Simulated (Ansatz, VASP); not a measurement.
# Two plane-wave programs on Si3N4

```
CELL_PARAMETERS angstrom
-3.17896 3.17896 3.17896
3.17896 -3.17896 3.17896
3.17896 3.17896 -3.17896
ATOMIC_POSITIONS crystal
Si 0.25000 0.12500 0.87500
Si 0.87500 0.25000 0.12500
Si 0.75000 0.37500 0.62500
Si 0.62500 0.75000 0.37500
Si 0.12500 0.87500 0.25000
Si 0.37500 0.62500 0.75000
N 0.56013 0.56013 0.56013
N 0.43987 0.50000 0.00000
N 0.50000 0.00000 0.93987
N 0.00000 0.43987 0.50000
N 0.93987 0.50000 0.00000
N 0.06013 0.06013 0.06013
N 0.00000 0.93987 0.50000
N 0.50000 0.00000 0.43987
```

Alike in both runs: task relaxation of the atoms; functional PBE; k mesh 6 × 6 × 6; occupations gaussian, width 0.02 eV; no spin polarisation.

```csv
,VASP,Ansatz
version,VASP 6.6.1,Ansatz 0.2.0
potentials or method,"VASP PAW PBE potentials, release 64 (Si, N), cutoff 520 eV","scalar-relativistic, plane waves, PAW"
valence electrons in the cell,64,64
```

```csv
,VASP,Ansatz,Ansatz less VASP
"gap on the k mesh at the Fermi level, each at its own relaxed structure (eV)",4.21,4.21,+0.003
```

Ansatz's warnings: stress scf threshold loose.
